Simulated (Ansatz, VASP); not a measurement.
# NbP: VASP beside Ansatz

File INCAR:

```
  ALGO = Normal
  EDIFF = 1E-6
  ENCUT = 500
  GGA = PE
  GGA_COMPAT = F
  ISIF = 2
  ISMEAR = -1
  LASPH = T
  LCHARG = F
  LREAL = F
  LWAVE = F
  NBANDS = 16
  NELM = 120
  PREC = Accurate
  SIGMA = 0.08
```

KPOINTS

```
k-points
0
Gamma
  12 12 12
```

Contents of POSCAR:

```
NbP
1.0
    0.0000000000      2.4566084143      2.4566084143
    2.4566084143      0.0000000000      2.4566084143
    2.4566084143      2.4566084143      0.0000000000
Nb P
1 1
Direct
    0.0000000000      0.0000000000      0.0000000000
    0.2500000000      0.2500000000      0.2500000000
```

Input for Ansatz:

```yaml
crystal:
  lattice:
    - [0.0, 2.4566084143, 2.4566084143]
    - [2.4566084143, 0.0, 2.4566084143]
    - [2.4566084143, 2.4566084143, 0.0]
  atoms:
    - { symbol: Nb, position: [0.0, 0.0, 0.0] }
    - { symbol: P, position: [0.25, 0.25, 0.25] }
kpoints:
  mp_grid: { grid: [12, 12, 12] }
scf:
  occupations: { method: fermi_dirac, width: 0.08 }
hamiltonian:
  xc: pbe
  pseudopotentials: { kind: all_electron, datasets: crystal }
output:
  forces: true
  stress: true
  eigenvalues: true
```

Change from the starting cell: volume scaled by 0.68, crystal datasets.

Alike in both runs: task single point; functional PBE; k mesh 12 × 12 × 12; occupations fermi-dirac, width 0.08 eV; no spin polarisation.

|  | VASP | Ansatz |
| --- | --- | --- |
| version | VASP 6.6.1 | Ansatz 0.2.0 |
| potentials or method | VASP PAW PBE potentials, release 64 (Nb_sv, P), cutoff 500 eV | all-electron PAW with datasets made for the crystal, scalar-relativistic |

VASP gave:

```
pressure (GPa) : 87.5
```

Task: Which values does Ansatz return?

Result: Pressure (GPa): 88.1.

Both programs put the cell under a high pressure, so it lies far from rest at this level. Ansatz ran all-electron here, and VASP with PAW potentials.

Noted on VASP's run: the cell as given lies far from equilibrium.
